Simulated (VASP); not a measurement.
RbBr, 2 atoms in the cell. It takes space group Pmm2 (No. 25, orthorhombic). Conventional cell: a = 4.025 Å, b = 4.193 Å, c = 4.025 Å, α = 90.00°, β = 90.00°, γ = 90.00°. Rb (site symmetry mm2) has 8 Br at 3.24 to 3.89 Å and 6 Rb at 4.03 to 4.19 Å within 4.3 Å. Br (site symmetry mm2) has 8 Rb at 3.24 to 3.89 Å and 6 Br at 4.03 to 4.19 Å within 4.3 Å.  This cell differs from its parent crystal: atoms displaced along a vibrational mode, the cell strained.

```yaml
Program: VASP 6.6.1
Task: single point
Functional: PBE
Potentials_or_basis: VASP PAW PBE potentials, release 64 (Rb_sv, Br)
Cutoff: 520 eV
k_mesh: 6 × 6 × 6
Occupations: gaussian, width 0.05 eV
Spin: no spin polarisation
Dipole_correction: no
Further_INCAR_settings: ALGO = Normal; EDIFF = 1e-06; NBANDS = 15
```

Potentials or basis: VASP PAW PBE potentials, release 64 (Rb_sv, Br).

The run is started by

```bash
$ cat potpaw_PBE.64/Rb_sv/POTCAR potpaw_PBE.64/Br/POTCAR > POTCAR
$ mpirun -np 1 vasp_std > vasp.out
```

Hardware: 1 thread of Intel(R) Xeon(R) Platinum 8375C CPU @ 2.90GHz (Ice Lake), on a shared host.

Problem. Estimate the wall time of this run.

Solution. Wall time 44 s on 1 thread of Intel(R) Xeon(R) Platinum 8375C CPU @ 2.90GHz (Ice Lake) (shared host), peak memory 0.21 GiB. Counts: scf iterations 13, k points 64.
